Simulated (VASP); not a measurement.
Runs of VASP 6.6.1 on Au. The structure is that of space group Cmme (No. 67), or close to it. The cells are those of the table. 

| cell | further INCAR settings | gap on the mesh (eV) | pressure (GPa) | largest force (eV/Å) |
| --- | --- | --- | --- | --- |
| a = 2.870, b = 2.870, c = 10.375 Å, angles 90.0, 90.0, 109.5°, 4 atoms | ALGO = Fast; EDIFF = 1e-06; NBANDS = 30 | none | -11.4 | (a) |
| a = 2.870, b = 2.870, c = 9.075 Å, angles 90.0, 90.0, 109.5°, 4 atoms | ALGO = Fast; EDIFF = 1e-06; NBANDS = 30 | none | -3.2 | 1.67 |
| a = 2.870, b = 2.870, c = 10.125 Å, angles 90.0, 90.0, 109.5°, 4 atoms | ALGO = Fast; EDIFF = 1e-06; NBANDS = 30 | none | -11.8 | 0.20 |
| a = 2.870, b = 2.870, c = 9.875 Å, angles 90.0, 90.0, 109.5°, 4 atoms | ALGO = Fast; EDIFF = 1e-07; NBANDS = 30 | none | (c) | 0.35 |
| a = 2.870, b = 2.870, c = 10.875 Å, angles 90.0, 90.0, 109.5°, 4 atoms | ALGO = Fast; EDIFF = 1e-06; NBANDS = 30 | none | -10.6 | (b) |

Alike in all rows: task single point; level PBEsol; potentials or basis VASP PAW PBE potentials, release 64 (Au); no spin polarisation; k mesh 17 × 17 × 5; cutoff (eV) 520; smearing gaussian 0.15 eV.

**Question.** Estimate the missing entries.

**Answer.** (a) 0.05; (b) 0.19; (c) -11.9.

Caveats: the PAW data sets were made with another functional, which shifts forces and pressure a little; spin-orbit coupling is left out, which moves the levels of the heavy elements.

A k mesh can miss the band edges, and the runs leave out spin-orbit coupling on Au.

A gap of «none» marks levels without a gap at the run's occupations.
